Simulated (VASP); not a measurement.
Runs of VASP 6.6.1 on Pd. The structure is that of space group P6_3/mmc (No. 194), or close to it. The cells are those of the table. This isn't the form of Pd at room conditions, which is fcc.

```tsv
cell	k mesh	gap on the mesh (eV)	pressure (GPa)
a = 2.763, b = 2.763, c = 9.129 Å, angles 90.0, 90.0, 120.0°, 4 atoms	14 × 14 × 4	none	14.3
a = 2.803, b = 2.803, c = 9.260 Å, angles 90.0, 90.0, 120.0°, 4 atoms	14 × 14 × 4	none	6.4
a = 2.841, b = 2.841, c = 9.387 Å, angles 90.0, 90.0, 120.0°, 4 atoms	13 × 13 × 4	none	0.3
a = 2.841, b = 2.841, c = 9.387 Å, angles 90.0, 90.0, 120.0°, 4 atoms	14 × 14 × 4	none	0.3
a = 2.723, b = 2.723, c = 8.995 Å, angles 90.0, 90.0, 120.0°, 4 atoms	14 × 14 × 4	none	(a)
```

Alike in all rows: task single point; level BLYP; potentials or basis VASP PAW PBE potentials, release 64 (Pd); no spin polarisation; cutoff (eV) 520; smearing fermi-dirac 0.1 eV.

Question: Estimate the missing entries.

Answer: (a) 24.6.

Caveats: the PAW data sets were made with another functional, which shifts forces and pressure a little; the cell stands under pressure (at least some runs).

A k mesh can miss the band edges, and the runs leave out spin-orbit coupling on Pd.

A gap of «none» marks levels without a gap at the run's occupations.
